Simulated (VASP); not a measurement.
A run of VASP 6.6.1 is set up as follows.

File INCAR:

```
SYSTEM = ScIr
PREC = Accurate ; ENCUT = 500
EDIFF = 1E-7 ; ISMEAR = -1
SIGMA = 0.1 ; LREAL = .FALSE.
LASPH = .TRUE. ; NELM = 120
ALGO = Normal ; ISIF = 3
LWAVE = .FALSE. ; LCHARG = .FALSE.
IBRION = 2 ; NSW = 50
EDIFFG = -0.02 ; PSTRESS = 40.0
GGA_COMPAT = .FALSE. ; NELMIN = 4
```

KPOINTS

```
regular mesh
0
G
  9 9 9
  0 0 0
```

The input POSCAR:

```
ScIr
1.0
    3.2060000000      0.0000000000      0.0000000000
    0.0000000000      3.2060000000      0.0000000000
    0.0000000000      0.0000000000      3.2060000000
Sc Ir
1 1
Direct
    0.5000000000      0.5000000000      0.5000000000
    0.0000000000      0.0000000000      0.0000000000
```

Potentials or basis: VASP PAW LDA potentials, release 64 (Sc_sv, Ir).

Launch:

```console
$ cat potpaw_LDA.64/Sc_sv/POTCAR potpaw_LDA.64/Ir/POTCAR > POTCAR
$ mpirun -np 1 vasp_std > vasp.out
```

(1) Estimate the relaxed cell.

(2) Predict the relaxed volume.

## Answers

(1) a = 3.147 Å, b = 3.147 Å, c = 3.147 Å, α = 90.00°, β = 90.00°, γ = 90.00°.

(2) 15.58 Å³/atom.

Caveat: the cell is relaxed towards a set pressure, so the enthalpy falls and the energy may rise.
